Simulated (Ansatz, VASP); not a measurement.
**Two plane-wave programs on Au**

```
Au
1.0
     0.00000    2.01138    2.01138
     2.01138    0.00000    2.01138
     2.01138    2.01138    0.00000
Au
1
Direct
  0.00000 0.00000 0.00000
```

Alike in both runs: task single point; functional RPBE; k mesh 21 × 21 × 21; occupations fermi-dirac, width 0.1 eV; no spin polarisation.

|  | VASP | Ansatz |
| --- | --- | --- |
| version | VASP 6.6.1 | Ansatz 0.2.0 |
| potentials or method | VASP PAW PBE potentials, release 64 (Au), cutoff 520 eV | plane waves (420 eV) with PAW, scalar-relativistic |
| valence electrons in the cell | 11 | 19 |

|  | VASP | Ansatz | Ansatz less VASP |
| --- | --- | --- | --- |
| pressure (GPa) | 22.4 | 22.8 | +0.38 |

VASP's potentials were made for PBE, not for RPBE. VASP's potentials hold 11 valence electrons a cell and Ansatz's 19, so a difference there can come from the potentials and not from the codes.

Spin-orbit coupling is off throughout.
